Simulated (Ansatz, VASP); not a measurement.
# MoS2: VASP beside Ansatz

```
Mo S
1.0
     1.56314    0.90248    5.99059
    -1.56314    0.90248    5.99059
     0.00000   -1.80496    5.99059
Mo S
1 2
Direct
  0.00008 0.00008 0.00008
  0.24710 0.24710 0.24710
  0.41981 0.41981 0.41981
```

Alike in both runs: functional LDA; k mesh 12 × 12 × 12; occupations fermi-dirac, width 0.1 eV; no spin polarisation.

Ansatz relaxed the structure, and its values are those at the end. VASP's run is a single point on that final structure, the one shown.

|  | VASP | Ansatz |
| --- | --- | --- |
| version | VASP 6.6.1 | Ansatz 0.2.0 |
| potentials or method | VASP PAW LDA potentials, release 64 (Mo_sv, S) | PAW with Ansatz's default frozen-core files, scalar-relativistic |
| plane-wave cutoff (eV) | 520 | 420 |
| valence electrons in the cell | 26 | 26 |

```csv
,VASP,Ansatz,Ansatz less VASP
pressure (GPa),0.1,0.0,-0.13
rms of the force components (eV/Å),0.007,0.000,-0.0074
```

LDA's correlation is that of Perdew and Zunger in VASP and of Perdew and Wang (1992) in Ansatz.
